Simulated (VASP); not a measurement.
Si, 4 atoms in the cell. Symmetry: P6_3/mmc, No. 194, hexagonal system. Conventional cell: a = 3.832 Å, b = 3.832 Å, c = 6.342 Å, α = 90.00°, β = 90.00°, γ = 120.00°. Within 3.1 Å of Si (site symmetry 3m) lie 4 Si at 2.35 to 2.37 Å. 

* Program: VASP 6.6.1
* Task: single point
* Functional: r2SCAN
* Potentials or basis: VASP PAW PBE potentials, release 64 (Si)
* Cutoff: 520 eV
* k mesh: 9 × 9 × 6
* Occupations: gaussian, width 0.01 eV
* Spin: no spin polarisation
* Dipole correction: no
* Further INCAR settings: ALGO = Normal; EDIFF = 1e-07; NBANDS = 16

Potentials or basis: VASP PAW PBE potentials, release 64 (Si).

Launch:

```bash
$ cat potpaw_PBE.64/Si/POTCAR > POTCAR
$ cp INCAR.step1 INCAR
$ mpirun -np 1 vasp_std > vasp.out
$ cp INCAR.step2 INCAR
$ mpirun -np 1 vasp_std > vasp.out
```

Hardware: 1 thread of AMD EPYC 9R45 96-Core Processor (Zen 5), with other jobs on the host.

Question: How long does it take, and how much memory?

Answer: Wall time 2 min on 1 thread of AMD EPYC 9R45 96-Core Processor (Zen 5), with other jobs on the host, peak memory 0.19 GiB. Counts: k points 48.
